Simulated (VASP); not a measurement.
# Pt (Fm-3m) in VASP: single point with r2SCAN

Aim: the single point of Pt with r2SCAN.

All numbers are computed with VASP 6.6.1; they aren't measurements. Logs are shortened: lines on timing, memory, paths and dates and some standing lists are left out, and cuts for length are marked.

### Step 1. The cell of the first run

It takes space group Fm-3m (No. 225, cubic). Conventional cell: a = 3.940 Å, b = 3.940 Å, c = 3.940 Å, α = 90.00°, β = 90.00°, γ = 90.00°. Within 3.7 Å of Pt (site symmetry m-3m) lie 12 Pt at 2.79 Å.

### Step 2. Single point, r2SCAN

Input file POSCAR:

```
Pt
1.0
    0.0000000000      1.9699682570      1.9699682570
    1.9699682570      0.0000000000      1.9699682570
    1.9699682570      1.9699682570      0.0000000000
Pt
1
Direct
    0.0000000000      0.0000000000      0.0000000000
```

Input file INCAR.step1:

```
SYSTEM = Pt
  ALGO = Normal
  EDIFF = 1E-5
  ENCUT = 550
  GGA = PE
  GGA_COMPAT = .False.
  ISMEAR = 0
  LASPH = .True.
  LCHARG = .False.
  LREAL = .False.
  LWAVE = .True.
  NBANDS = 11
  NELM = 120
  PREC = Accurate
  SIGMA = 0.1
```

Input file INCAR.step2:

```
SYSTEM = Pt
  ALGO = Normal
  EDIFF = 1E-6
  ENCUT = 550
  GGA_COMPAT = .False.
  ISIF = 2
  ISMEAR = 0
  ISTART = 1
  LASPH = .True.
  LCHARG = .True.
  LELF = .True.
  LMIXTAU = .True.
  LREAL = .False.
  LVHAR = .True.
  LWAVE = .False.
  METAGGA = R2SCAN
  NBANDS = 11
  NELM = 120
  PREC = Accurate
  SIGMA = 0.1
```

Input file KPOINTS:

```
k-points
0
Gamma
  18 18 18
  0 0 0
```

Potentials or basis: VASP PAW PBE potentials, release 64 (Pt).

Run with:

```console
$ cat potpaw_PBE.64/Pt/POTCAR > POTCAR
$ cp INCAR.step1 INCAR
$ mpirun -np 1 vasp_std > vasp.out
$ cp INCAR.step2 INCAR
$ mpirun -np 1 vasp_std > vasp.out
```

OUTCAR:

```text
SYSTEM = Pt
   EDIFF = 1E-6
   ENCUT = 550
   ISIF = 2
   ISMEAR = 0
   ISTART = 1
   LASPH = .True.
   LREAL = .False.
   METAGGA = R2SCAN
   NELM = 120
   PREC = Accurate

 ion  position               nearest neighbor table
   1  0.000  0.000  0.000-

  LATTYP: Found a face centered cubic cell.
 ALAT       =     3.9399365140

  Lattice vectors:

 A1 = (   0.0000000000,   1.9699682570,   1.9699682570)
 A2 = (   1.9699682570,   0.0000000000,   1.9699682570)
 A3 = (   1.9699682570,   1.9699682570,   0.0000000000)

Analysis of symmetry for initial positions (statically):
=====================================================================
 Subroutine PRICEL returns:
 Original cell was already a primitive cell.

 Routine SETGRP: Setting up the symmetry group for a
 face centered cubic supercell.

 Subroutine GETGRP returns: Found 48 space group operations
 (whereof 48 operations were pure point group operations)
 out of a pool of 48 trial point group operations.

The static configuration has the point symmetry O_h .

Analysis of symmetry for dynamics (positions and initial velocities):
=====================================================================
 Subroutine PRICEL returns:
 Original cell was already a primitive cell.

 Routine SETGRP: Setting up the symmetry group for a
 face centered cubic supercell.

 Subroutine GETGRP returns: Found 48 space group operations
 (whereof 48 operations were pure point group operations)
 out of a pool of 48 trial point group operations.

The dynamic configuration has the point symmetry O_h .

 Subroutine INISYM returns: Found 48 space group operations
 (whereof 48 operations are pure point group operations),
 and found     1 'primitive' translations

----------------------------------------------------------------------------------------

                                     Primitive cell

  volume of cell :      15.2900

  direct lattice vectors                    reciprocal lattice vectors
     0.000000000  1.969968257  1.969968257    -0.253811196  0.253811196  0.253811196
     1.969968257  0.000000000  1.969968257     0.253811196 -0.253811196  0.253811196
     1.969968257  1.969968257  0.000000000     0.253811196  0.253811196 -0.253811196

  length of vectors
     2.785955826  2.785955826  2.785955826     0.439613888  0.439613888  0.439613888

  position of ions in fractional coordinates (direct lattice)
     0.000000000  0.000000000  0.000000000

  ion indices of the primitive-cell ions
   primitive index   ion index
                 1           1

----------------------------------------------------------------------------------------

 KPOINTS: k-points

Automatic generation of k-mesh.
 Grid dimensions read from file:
 generate k-points for:   18   18   18

 Generating k-lattice:

  Cartesian coordinates                     Fractional coordinates (reciprocal lattice)
    -0.014100622  0.014100622  0.014100622     0.055555556  0.000000000  0.000000000
     0.014100622 -0.014100622  0.014100622     0.000000000  0.055555556  0.000000000
     0.014100622  0.014100622 -0.014100622     0.000000000  0.000000000  0.055555556

  Length of vectors
     0.024422994  0.024422994  0.024422994

  Shift w.r.t. Gamma in fractional coordinates (k-lattice)
     0.000000000  0.000000000  0.000000000

 Subroutine IBZKPT returns following result:
 ===========================================

 Found    195 irreducible k-points:

 Following reciprocal coordinates:
            Coordinates               Weight
  0.000000  0.000000  0.000000      1.000000
  0.055556  0.000000  0.000000      8.000000
  0.111111  0.000000  0.000000      8.000000
  0.166667  0.000000  0.000000      8.000000
  0.222222  0.000000  0.000000      8.000000
  0.277778  0.000000  0.000000      8.000000
[... 16 lines left out ...]
 -0.277778  0.055556  0.000000     24.000000
 -0.222222  0.055556  0.000000     24.000000
 [... further k-points ...]
   k-points           NKPTS =    195   k-points in BZ     NKDIM =    195   number of bands    NBANDS=     11
   number of dos      NEDOS =    301   number of ions     NIONS =      1
   total plane-waves  NPLWV =  13824
   dimension x,y,z NGX =    24 NGY =   24 NGZ =   24
   dimension x,y,z NGXF=    48 NGYF=   48 NGZF=   48
   ions per type =               1
   NGX,Y,Z   is equivalent  to a cutoff of  14.32, 14.32, 14.32 a.u.
   NGXF,Y,Z  is equivalent  to a cutoff of  28.64, 28.64, 28.64 a.u.
 SYSTEM =  Pt
   PREC   = accura    normal or accurate (medium, high low for compatibility)
   ISTART =      1    job   : 0-new  1-cont  2-samecut
   ICHARG =      0    charge: 1-file 2-atom 10-const
   ISPIN  =      1    spin polarized calculation?
   LNONCOLLINEAR =      F non collinear calculations
   LSORBIT =      F    spin-orbit coupling
   LASPH  =      T    aspherical Exc in radial PAW
   ENCUT  =  550.0 eV  40.42 Ry    6.36 a.u.   5.33  5.33  5.33*2*pi/ulx,y,z
   NELM   =    120;   NELMIN=  2; NELMDL=  0     # of ELM steps
   EDIFF  = 0.1E-05   stopping-criterion for ELM
   LREAL  =      F    real-space projection
   EDIFFG = 0.1E-04   stopping-criterion for IOM
   NSW    =      0    number of steps for IOM
   IBRION =     -1    ionic relax: 0-MD 1-quasi-New 2-CG
   NFREE  =      0    steps in history (QN), initial steepest desc. (CG)
   ISIF   =      2    stress and relaxation
   ISYM   =      2    0-nonsym 1-usesym 2-fastsym
   POTIM  = 0.5000    time-step for ionic-motion
   TEBEG  =    0.0;   TEEND  =   0.0 temperature during run
   PSTRESS=    0.0 pullay stress
   NELECT =      10.0000    total number of electrons
   NUPDOWN=      -1.0000    fix difference up-down
   EMIN   =  10.00;   EMAX   =-10.00  energy-range for DOS
   EFERMI =   0.00;   METHOD = LEGACY
   ISMEAR =     0;   SIGMA  =   0.10  broadening in eV -4-tet -1-fermi 0-gaus
   EFERMI_NEDOS =   21; number of points for ismear=-14 and -15
   IALGO  =     38    algorithm
   IMIX   =      4    mixing-type and parameters
     AMIX     =   0.40;   BMIX     =  1.00
     AMIX_MAG =   1.60;   BMIX_MAG =  1.00
  volume/ion in A,a.u.               =      15.29       103.18
  Fermi-wavevector in a.u.,A,eV,Ry     =   1.421038  2.685372 27.474900  2.019348
  Thomas-Fermi vector in A             =   2.541890
   LORBIT       =      0    0 simple, 1 ext, 2 COOP (PROOUT), +10 PAW based schemes
   METAGGA = R2SCAN    functional components
   LHFCALC =     F    Hartree Fock is set to
   AEXX    =    0.0000 exact exchange contribution
   IVDW    =     0    specifies the selected vdW correction
   LEPSILON=     F    determine dielectric tensor
   LRPA    =     F    only Hartree local field effects (RPA)
 non-spin polarized calculation
 Gauss-broadening in eV      SIGMA  =   0.10
  energy-cutoff  :      550.00
  volume of cell :       15.29
 maximum number of plane-waves:       464
 NGX is ok and might be reduce to    24
   NGX = 11   NGY = 11   NGZ = 11

 number of electron      10.0000001 magnetization

 Free energy of the ion-electron system (eV)
  ---------------------------------------------------
  ext. energy  EPLUGINS =         0.00000000
  ---------------------------------------------------
  free energy    TOTEN  =       -51.50119659 eV

  energy without entropy =      -51.49086936  energy(sigma->0) =      -51.49603298

 E-fermi :  10.7542     XC(G=0): -14.5384

 val. band max:       10.7512283912   @ k =   0.4444   0.1111   0.0000
 cond. band min:      10.7542711604   @ k =  -0.2778   0.3889   0.1667
 fundamental gap:      0.0030427692
 Fermi energy:        10.7541572221

 k-point     1 :       0.0000    0.0000    0.0000
  band No.  band energies     occupation
      1       0.4155      2.00000
      2       6.9220      2.00000
      3       6.9220      2.00000
      4       6.9220      2.00000
      5       9.0376      2.00000
      6       9.0376      2.00000
      7      26.2722      0.00000
      8      31.3625      0.00000
      9      31.3625      0.00000
     10      31.3625      0.00000
     11      37.1857      0.00000

 k-point     2 :       0.0556    0.0000    0.0000
  band No.  band energies     occupation
      1       0.5436      2.00000
      2       6.8656      2.00000
      3       6.9729      2.00000
      4       6.9729      2.00000
      5       9.0098      2.00000
      6       9.0098      2.00000
      7      26.4675      0.00000
      8      30.6933      0.00000
      9      31.5543      0.00000
     10      31.5543      0.00000
     11      37.9068      0.00000

 k-point     3 :       0.1111    0.0000    0.0000
  band No.  band energies     occupation
      1       0.9160      2.00000
      2       6.7210      2.00000
      3       7.1054      2.00000
      4       7.1054      2.00000
      5       8.9515      2.00000
      6       8.9515      2.00000
      7      26.9959      0.00000
      8      29.2576      0.00000
      9      32.1109      0.00000
     10      32.1109      0.00000
     11      38.4748      0.00000

 k-point     4 :       0.1667    0.0000    0.0000
  band No.  band energies     occupation
      1       1.4912      2.00000
      2       6.5620      2.00000
      3       7.2518      2.00000
      4       7.2518      2.00000
      5       8.9419      2.00000
      6       8.9419      2.00000
      7      27.4727      0.00000
      8      27.7679      0.00000
      9      32.9707      0.00000
     10      32.9707      0.00000
     11      36.7572      0.00000
[... 239 lines left out ...]
 k-point    22 :      -0.3333    0.0556    0.0000
  band No.  band energies     occupation
      1       3.3488      2.00000
      2       6.9973      2.00000
      3       7.1075      2.00000
      4       7.6533      2.00000
      5       9.7835      2.00000
      6      10.5438      1.99706
      7      20.8659      0.00000
      8      26.9966      0.00000
      9      31.2186      0.00000
     10      33.2741      0.00000
     11      36.6581      0.00000

 k-point    23 :      -0.2778    0.0556    0.0000
  band No.  band energies     occupation
      1       3.0663      2.00000
      2       6.7951      2.00000
      3       7.1954      2.00000
      4       7.2598      2.00000
      5       9.2775      2.00000
      6      10.0190      2.00000
      7      23.0690      0.00000
      8      27.6797      0.00000
      9      32.1438      0.00000
     10      35.0515      0.00000
     11      35.1059      0.00000

 k-point    24 :      -0.2222    0.0556    0.0000
  band No.  band energies     occupation
      1       2.5094      2.00000
      2       6.4422      2.00000
      3       7.3081      2.00000
      4       7.3743      2.00000
      5       8.8704      2.00000
      6       9.5598      2.00000
      7      25.1529      0.00000
      8      28.1638      0.00000
      9      32.6873      0.00000
     10      34.3052      0.00000
     11      35.5125      0.00000

 [... further k-points ...]

------------------------ aborting loop because EDIFF is reached ----------------------------------------

  FORCE on cell =-STRESS in cart. coord.  units (eV):
  Direction    XX          YY          ZZ          XY          YZ          ZX
  --------------------------------------------------------------------------------------
  -------------------------------------------------------------------------------------
  Total        0.0734405      0.0734405      0.0734405      0.0000000      0.0000000     -0.0000000
  in kB        7.6955282      7.6955282      7.6955282      0.0000000      0.0000000     -0.0000000
  external PRESSURE =       7.6955282 kB  Pullay stress =       0.0000000 kB

 VOLUME and BASIS-vectors are now :
 -----------------------------------------------------------------------------
  energy-cutoff  :      550.00
  volume of cell :       15.29
      direct lattice vectors                 reciprocal lattice vectors
     0.000000000  1.969968257  1.969968257    -0.253811196  0.253811196  0.253811196
     1.969968257  0.000000000  1.969968257     0.253811196 -0.253811196  0.253811196
     1.969968257  1.969968257  0.000000000     0.253811196  0.253811196 -0.253811196

 POSITION                                       TOTAL-FORCE (eV/Angst)
 -----------------------------------------------------------------------------------
      0.00000      0.00000      0.00000        -0.000000     -0.000000      0.000000
 -----------------------------------------------------------------------------------
    total drift:                               -0.000000      0.000000     -0.000000

  FREE ENERGIE OF THE ION-ELECTRON SYSTEM (eV)
  ---------------------------------------------------
  free  energy   TOTEN  =       -51.5011965941 eV

  energy  without entropy=      -51.4908693586  energy(sigma->0) =      -51.49603298
```

Run time: 58 s. Hardware: 1 thread of Intel Xeon Platinum 8488C (Sapphire Rapids), shared host; peak memory 0.17 GiB.

What came out:

```yaml
Free_energy: -51.5012 eV
Pressure: 0.8 GPa
Band_gap_on_the_k_mesh: zero (band 5 reaches 11.26 eV, above the bottom of band 6 at 8.94 eV)
```

Caveat: the PAW data sets were made with another functional, which shifts forces and pressure a little; spin-orbit coupling is left out, which moves the levels of the heavy elements.
